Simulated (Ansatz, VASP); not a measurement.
**Two plane-wave programs on W**

```xyz
1
Lattice="-0.1000 1.9991 1.8992 1.8992 0.0000 1.7992 1.9991 1.9991 -0.1000" Properties=species:S:1:pos:R:3 pbc="T T T"
W     0.0000    0.0000    0.0000
```

Change from the starting cell: engineering shear strain xz -0.1000, normal strain along z -0.0500.

Alike in both runs: task single point; functional PBEsol; k mesh 20 × 20 × 20; occupations gaussian, width 0.15 eV; no spin polarisation.

|  | VASP | Ansatz |
| --- | --- | --- |
| version | VASP 6.6.1 | Ansatz 0.2.0 |
| potentials or method | VASP PAW PBE potentials, release 64 (W_sv), cutoff 500 eV | scalar-relativistic, plane waves, PAW |
| valence electrons in the cell | 14 | 14 |

Ansatz gave:

```
gap on the k mesh at the Fermi level (eV)                     : none
pressure (GPa)                                                : 20.1
traceless stress, the component that is largest in VASP (GPa) : -8.34
```

Estimate VASP's values.

gap on the k mesh at the Fermi level (eV): none; pressure (GPa): 21.0; traceless stress, the component that is largest in VASP (GPa): -8.30.

VASP's potentials were made for PBE, not for PBEsol, and Ansatz warns of the same on its side. A gap of «none» marks a metal or a gap that the smearing closes. With one functional, cell and mesh, what is left measures potentials, basis and numerics.

Neither program's run includes spin-orbit coupling.
